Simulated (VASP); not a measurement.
Mo: relaxation of cell and atoms with PBE

Mo:

```
CELL_PARAMETERS angstrom
-1.57500 1.57500 1.57500
1.57500 -1.57500 1.57500
1.57500 1.57500 -1.57500
ATOMIC_POSITIONS crystal
Mo 0.00000 0.00000 0.00000
```

| Quantity | Value |
| --- | --- |
| Program | VASP 6.6.1 |
| Task | relaxation of cell and atoms |
| Functional | PBE |
| Potentials or basis | VASP PAW PBE potentials, release 64 (Mo_sv) |
| Cutoff | 600 eV |
| k mesh | 24 × 24 × 24 |
| Occupations | methfessel-paxton, width 0.1 eV |
| Spin | no spin polarisation |
| Dipole correction | no |
| Further INCAR settings | ALGO = Normal; EDIFF = 1e-07; IBRION = 2; EDIFFG = -0.005; NSW = 60; ISIF = 3 |

The relaxed volume is 15.81 Å³/atom, the relaxed cell is a = 2.739 Å, b = 2.739 Å, c = 2.739 Å, α = 109.47°, β = 109.47°, γ = 109.47° and the space group after relaxing (to 0.1 Å) is Im-3m (No. 229). The energy gained by relaxing is 1.8 meV/atom and the ionic steps are 3. The pressure after relaxing is 0.0 GPa and the band gap on the k mesh is zero (bands 7 and 8 overlap by 5.26 eV).

The path:
```csv
step,energy change (eV),largest force (eV/Å),pressure (GPa),volume (Å³)
1,0.0000,0.0000,3.12,15.63
2,0.0110,0.0000,-7.74,16.33
3,-0.0018,0.0000,-0.02,15.81
```

Final structure:
```
Mo
1.0
    -1.58125    1.58125    1.58125
     1.58125   -1.58125    1.58125
     1.58125    1.58125   -1.58125
Mo
1
Direct
  0.00000 0.00000 0.00000
```

Levels at points of the mesh, in eV from the Fermi level:
```
           k point  band 3  band 4  band 5  band 6  band 7  band 8  band 9  band 10  band 11
(0.00, 0.00, 0.00)  -34.63  -34.63   -7.25   -1.40   -1.40   -1.40    1.59     1.59    14.76
(0.50, 0.00, 0.00)  -35.06  -34.64   -5.31   -3.40    1.53    1.61    2.23     4.61    11.41
(0.50, 0.50, 0.50)  -35.56  -35.56   -5.40   -5.40    3.86    3.86    3.86     8.92     8.92
```

Run time: 110 s on 1 thread of Intel(R) Xeon(R) Platinum 8259CL CPU @ 2.50GHz (Skylake/Cascade Lake) (shared host), peak memory 0.22 GiB.
